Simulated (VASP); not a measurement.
# SiC (Cm) in VASP: further runs

Runs on SiC. Level: r2SCAN. Tasks: single point.

Program: VASP 6.6.1. These are calculated values, not measurements. Logs are shortened: lines on timing, memory, paths and dates and some standing lists are left out, and cuts for length are marked.

**1. The cell of the first run**

It takes space group Cm (No. 8, monoclinic). Conventional cell: a = 5.335 Å, b = 3.080 Å, c = 3.080 Å, α = 90.00°, β = 125.26°, γ = 90.00°. Si (site symmetry m) has 4 C at 1.76 to 2.31 Å within 2.4 Å. C (site symmetry m) has 4 Si at 1.76 to 2.31 Å within 2.4 Å.

**2. Single point, r2SCAN (atom 2 (C) moved by (-0.300, -0.300) A along [1 1 0] and z)**

Contents of POSCAR:

```
SiC
1.0
    0.0000000000      2.1781449855      2.1781449855
    2.1781449855      0.0000000000      2.1781449855
    2.1781449855      2.1781449855      0.0000000000
Si C
1 1
Direct
    0.0000000000      0.0000000000      0.0000000000
    0.6811340609      0.6811340609      0.7214747940
```

Contents of INCAR.step1:

```
PREC     = Accurate       # precision mode
ENCUT    = 520            # plane-wave cutoff, eV
ISMEAR   = 0              # smearing method
SIGMA    = 0.05           # smearing width, eV
LREAL    = False          # projectors in reciprocal space
LASPH    = True           # aspherical terms in the spheres
NELM     = 60             # most SCF steps
NBANDS   = 11             # bands
GGA      = PE             # functional
ALGO     = Normal         # electronic algorithm
EDIFF    = 1E-4           # SCF threshold, eV
LWAVE    = True           # write WAVECAR
LCHARG   = False          # write CHGCAR
```

Contents of INCAR.step2:

```
PREC     = Accurate       # precision mode
ENCUT    = 520            # plane-wave cutoff, eV
EDIFF    = 1E-6           # SCF threshold, eV
ISMEAR   = 0              # smearing method
SIGMA    = 0.05           # smearing width, eV
LREAL    = False          # projectors in reciprocal space
LASPH    = True           # aspherical terms in the spheres
NELM     = 60             # most SCF steps
ALGO     = Normal         # electronic algorithm
ISIF     = 2              # what is computed and relaxed
LWAVE    = False          # write WAVECAR
LCHARG   = False          # write CHGCAR
METAGGA  = R2SCAN         # meta-GGA
LMIXTAU  = True         
NBANDS   = 11             # bands
ISTART   = 1
```

Contents of KPOINTS:

```
Automatic mesh
0
Gamma
  10 10 10
```

Potentials or basis: VASP PAW PBE potentials, release 64 (Si, C).

Command:

```console
$ cat potpaw_PBE.64/Si/POTCAR potpaw_PBE.64/C/POTCAR > POTCAR
$ cp INCAR.step1 INCAR
$ mpirun -np 1 vasp_std > vasp.out
$ cp INCAR.step2 INCAR
$ mpirun -np 1 vasp_std > vasp.out
```

OUTCAR:

```text
PREC = Accurate
   ENCUT = 520
   EDIFF = 1E-6
   ISMEAR = 0
   LREAL = False
   LASPH = True
   NELM = 60
   ISIF = 2
   METAGGA = R2SCAN
   ISTART = 1

 ion  position               nearest neighbor table
   1  0.000  0.000  0.000-   2 1.76   2 1.76   2 1.86   2 2.31
   2  0.681  0.681  0.721-   1 1.76   1 1.76   1 1.86   1 2.31

  LATTYP: Found a face centered cubic cell.
 ALAT       =     4.3562899710

  Lattice vectors:

 A1 = (   0.0000000000,   2.1781449855,   2.1781449855)
 A2 = (   2.1781449855,   0.0000000000,   2.1781449855)
 A3 = (   2.1781449855,   2.1781449855,   0.0000000000)

Analysis of symmetry for initial positions (statically):
=====================================================================
 Subroutine PRICEL returns:
 Original cell was already a primitive cell.

 Routine SETGRP: Setting up the symmetry group for a
 face centered cubic supercell.

 Subroutine GETGRP returns: Found  2 space group operations
 (whereof  2 operations were pure point group operations)
 out of a pool of 48 trial point group operations.

The static configuration has the point symmetry C_1h.

Analysis of symmetry for dynamics (positions and initial velocities):
=====================================================================
 Subroutine PRICEL returns:
 Original cell was already a primitive cell.

 Routine SETGRP: Setting up the symmetry group for a
 face centered cubic supercell.

 Subroutine GETGRP returns: Found  2 space group operations
 (whereof  2 operations were pure point group operations)
 out of a pool of 48 trial point group operations.

The dynamic configuration has the point symmetry C_1h.

 Subroutine INISYM returns: Found  2 space group operations
 (whereof  2 operations are pure point group operations),
 and found     1 'primitive' translations

----------------------------------------------------------------------------------------

                                     Primitive cell

  volume of cell :      20.6676

  direct lattice vectors                    reciprocal lattice vectors
     0.000000000  2.178144985  2.178144985    -0.229553130  0.229553130  0.229553130
     2.178144985  0.000000000  2.178144985     0.229553130 -0.229553130  0.229553130
     2.178144985  2.178144985  0.000000000     0.229553130  0.229553130 -0.229553130

  length of vectors
     3.080362179  3.080362179  3.080362179     0.397597685  0.397597685  0.397597685

  position of ions in fractional coordinates (direct lattice)
     0.000000000  0.000000000  0.000000000
     0.681134061  0.681134061  0.721474794

  ion indices of the primitive-cell ions
   primitive index   ion index
                 1           1
                 2           2

----------------------------------------------------------------------------------------

 KPOINTS: Automatic mesh

Automatic generation of k-mesh.
 Grid dimensions read from file:
 generate k-points for:   10   10   10

 Generating k-lattice:

  Cartesian coordinates                     Fractional coordinates (reciprocal lattice)
    -0.022955313  0.022955313  0.022955313     0.100000000  0.000000000  0.000000000
     0.022955313 -0.022955313  0.022955313     0.000000000  0.100000000  0.000000000
     0.022955313  0.022955313 -0.022955313     0.000000000  0.000000000  0.100000000

  Length of vectors
     0.039759768  0.039759768  0.039759768

  Shift w.r.t. Gamma in fractional coordinates (k-lattice)
     0.000000000  0.000000000  0.000000000

 Subroutine IBZKPT returns following result:
 ===========================================

 Found    282 irreducible k-points:

 Following reciprocal coordinates:
            Coordinates               Weight
  0.000000  0.000000  0.000000      1.000000
  0.100000  0.000000  0.000000      4.000000
  0.000000  0.000000  0.100000      2.000000
  0.100000  0.100000  0.100000      2.000000
  0.200000  0.000000  0.000000      4.000000
  0.000000  0.000000  0.200000      2.000000
[... 16 lines left out ...]
  0.200000  0.100000  0.200000      4.000000
  0.100000 -0.100000 -0.100000      4.000000
 [... further k-points ...]
   k-points           NKPTS =    282   k-points in BZ     NKDIM =    282   number of bands    NBANDS=     11
   number of dos      NEDOS =    301   number of ions     NIONS =      2
   total plane-waves  NPLWV =  13824
   dimension x,y,z NGX =    24 NGY =   24 NGZ =   24
   dimension x,y,z NGXF=    48 NGYF=   48 NGZF=   48
   ions per type =               1   1
   NGX,Y,Z   is equivalent  to a cutoff of  12.95, 12.95, 12.95 a.u.
   NGXF,Y,Z  is equivalent  to a cutoff of  25.91, 25.91, 25.91 a.u.
 SYSTEM =  unknown system
   PREC   = accura    normal or accurate (medium, high low for compatibility)
   ISTART =      1    job   : 0-new  1-cont  2-samecut
   ICHARG =      0    charge: 1-file 2-atom 10-const
   ISPIN  =      1    spin polarized calculation?
   LNONCOLLINEAR =      F non collinear calculations
   LSORBIT =      F    spin-orbit coupling
   LASPH  =      T    aspherical Exc in radial PAW
   ENCUT  =  520.0 eV  38.22 Ry    6.18 a.u.   5.73  5.73  5.73*2*pi/ulx,y,z
   NELM   =     60;   NELMIN=  2; NELMDL=  0     # of ELM steps
   EDIFF  = 0.1E-05   stopping-criterion for ELM
   LREAL  =      F    real-space projection
   EDIFFG = 0.1E-04   stopping-criterion for IOM
   NSW    =      0    number of steps for IOM
   IBRION =     -1    ionic relax: 0-MD 1-quasi-New 2-CG
   NFREE  =      0    steps in history (QN), initial steepest desc. (CG)
   ISIF   =      2    stress and relaxation
   ISYM   =      2    0-nonsym 1-usesym 2-fastsym
   POTIM  = 0.5000    time-step for ionic-motion
   TEBEG  =    0.0;   TEEND  =   0.0 temperature during run
   PSTRESS=    0.0 pullay stress
   NELECT =       8.0000    total number of electrons
   NUPDOWN=      -1.0000    fix difference up-down
   EMIN   =  10.00;   EMAX   =-10.00  energy-range for DOS
   EFERMI =   0.00;   METHOD = LEGACY
   ISMEAR =     0;   SIGMA  =   0.05  broadening in eV -4-tet -1-fermi 0-gaus
   EFERMI_NEDOS =   21; number of points for ismear=-14 and -15
   IALGO  =     38    algorithm
   IMIX   =      4    mixing-type and parameters
     AMIX     =   0.40;   BMIX     =  1.00
     AMIX_MAG =   1.60;   BMIX_MAG =  1.00
  volume/ion in A,a.u.               =      10.33        69.74
  Fermi-wavevector in a.u.,A,eV,Ry     =   1.193094  2.254621 19.367534  1.423474
  Thomas-Fermi vector in A             =   2.329117
   LORBIT       =      0    0 simple, 1 ext, 2 COOP (PROOUT), +10 PAW based schemes
   METAGGA = R2SCAN    functional components
   LHFCALC =     F    Hartree Fock is set to
   AEXX    =    0.0000 exact exchange contribution
   IVDW    =     0    specifies the selected vdW correction
   LEPSILON=     F    determine dielectric tensor
   LRPA    =     F    only Hartree local field effects (RPA)
 non-spin polarized calculation
 Gauss-broadening in eV      SIGMA  =   0.05
  energy-cutoff  :      520.00
  volume of cell :       20.67
 maximum number of plane-waves:       568
   NGX = 11   NGY = 11   NGZ = 11

 number of electron       8.0000000 magnetization

 Free energy of the ion-electron system (eV)
  ---------------------------------------------------
  ext. energy  EPLUGINS =         0.00000000
  ---------------------------------------------------
  free energy    TOTEN  =       -18.33227001 eV

  energy without entropy =      -18.33210746  energy(sigma->0) =      -18.33218873

 E-fermi :   9.4808     XC(G=0): -11.9544

 val. band max:        9.4431240715   @ k =   0.0000  -0.1000   0.1000
 cond. band min:       9.4870628860   @ k =  -0.1000   0.1000   0.0000
 fundamental gap:      0.0439388145
 Fermi energy:         9.4807521562

 k-point     1 :       0.0000    0.0000    0.0000
  band No.  band energies     occupation
      1      -8.2484      2.00000
      2       6.6002      2.00000
      3       7.3018      2.00000
      4       9.5851      0.00315
      5      14.0335      0.00000
      6      15.9723      0.00000
      7      16.4409      0.00000
      8      16.5860      0.00000
      9      22.9700      0.00000
     10      23.0793      0.00000
     11      23.3353      0.00000

 k-point     2 :       0.1000    0.0000    0.0000
  band No.  band energies     occupation
      1      -8.0443      2.00000
      2       5.8855      2.00000
      3       7.0603      2.00000
      4       9.4141      1.94041
      5      14.4070      0.00000
      6      15.5881      0.00000
      7      16.4795      0.00000
      8      17.3317      0.00000
      9      21.9178      0.00000
     10      22.1669      0.00000
     11      24.3463      0.00000

 k-point     3 :       0.0000    0.0000    0.1000
  band No.  band energies     occupation
      1      -8.0462      2.00000
      2       6.4103      2.00000
      3       6.4784      2.00000
      4       9.4278      1.86597
      5      14.3904      0.00000
      6      15.4971      0.00000
      7      16.8494      0.00000
      8      17.0786      0.00000
      9      22.0810      0.00000
     10      22.2465      0.00000
     11      24.1176      0.00000

 k-point     4 :       0.1000    0.1000    0.1000
  band No.  band energies     occupation
      1      -8.0539      2.00000
      2       6.5132      2.00000
      3       7.2006      2.00000
      4       8.2355      2.00000
      5      14.7374      0.00000
      6      15.9853      0.00000
      7      16.5135      0.00000
      8      16.6534      0.00000
      9      22.5555      0.00000
     10      22.7093      0.00000
     11      23.4867      0.00000
[... 239 lines left out ...]
 k-point    22 :       0.1000    0.1000   -0.1000
  band No.  band energies     occupation
      1      -7.5083      2.00000
      2       4.9252      2.00000
      3       5.8565      2.00000
      4       9.0795      2.00000
      5      14.1854      0.00000
      6      15.1857      0.00000
      7      17.4246      0.00000
      8      18.0966      0.00000
      9      20.9519      0.00000
     10      22.5899      0.00000
     11      24.7156      0.00000

 k-point    23 :       0.2000    0.1000    0.2000
  band No.  band energies     occupation
      1      -7.5350      2.00000
      2       5.8330      2.00000
      3       6.4897      2.00000
      4       6.9562      2.00000
      5      14.6115      0.00000
      6      15.9696      0.00000
      7      16.7954      0.00000
      8      17.1752      0.00000
      9      21.0289      0.00000
     10      24.1544      0.00000
     11      24.5134      0.00000

 k-point    24 :       0.1000   -0.1000   -0.1000
  band No.  band energies     occupation
      1      -7.5039      2.00000
      2       4.5284      2.00000
      3       6.3341      2.00000
      4       9.1420      2.00000
      5      14.2268      0.00000
      6      14.9889      0.00000
      7      17.3034      0.00000
      8      18.1520      0.00000
      9      20.8889      0.00000
     10      22.5348      0.00000
     11      25.0346      0.00000

 [... further k-points ...]

------------------------ aborting loop because EDIFF is reached ----------------------------------------

  FORCE on cell =-STRESS in cart. coord.  units (eV):
  Direction    XX          YY          ZZ          XY          YZ          ZX
  --------------------------------------------------------------------------------------
  -------------------------------------------------------------------------------------
  Total        1.7960731      1.7960731      0.6656645     -1.0288416      0.1342247      0.1342247
  in kB      139.2336630    139.2336630     51.6030776    -79.7569860     10.4052552     10.4052522
  external PRESSURE =     110.0234679 kB  Pullay stress =       0.0000000 kB

 VOLUME and BASIS-vectors are now :
 -----------------------------------------------------------------------------
  energy-cutoff  :      520.00
  volume of cell :       20.67
      direct lattice vectors                 reciprocal lattice vectors
     0.000000000  2.178144985  2.178144985    -0.229553130  0.229553130  0.229553130
     2.178144985  0.000000000  2.178144985     0.229553130 -0.229553130  0.229553130
     2.178144985  2.178144985  0.000000000     0.229553130  0.229553130 -0.229553130

 POSITION                                       TOTAL-FORCE (eV/Angst)
 -----------------------------------------------------------------------------------
      0.00000      0.00000      0.00000        -0.857618     -0.857618     -3.315671
      3.05509      3.05509      2.96722         0.857618      0.857618      3.315671
 -----------------------------------------------------------------------------------
    total drift:                               -0.000101     -0.000101     -0.000111

  FREE ENERGIE OF THE ION-ELECTRON SYSTEM (eV)
  ---------------------------------------------------
  free  energy   TOTEN  =       -18.3322700051 eV

  energy  without entropy=      -18.3321074573  energy(sigma->0) =      -18.33218873
```

It took 3.4 min on 1 thread of Intel Xeon 8259CL, shared host; peak memory 0.19 GiB.

What came out:

| Quantity | Value |
| --- | --- |
| Free energy | -18.3323 eV |
| Pressure | 11.0 GPa |
| Largest force | 3.531 eV/Å |
| Band gap on the k mesh | zero (bands 4 and 5 overlap by 0.26 eV) |

Forces on the atoms (eV/Å):
```
Si  -0.858 -0.858 -3.316
C    0.858  0.858  3.316
```

Caveat: the cell differs from its parent crystal (atom 2 (C) moved by (-0.300, -0.300) A along [1 1 0] and z); the stress differs along the axes, from 5 to 14 GPa; semilocal functionals underestimate gaps, and a narrow one can read as zero; the PAW data sets were made with another functional, which shifts forces and pressure a little.

(Continued in part 2 of 4.)

The gap in the log of VASP goes by the Fermi energy; the results here count the filled bands.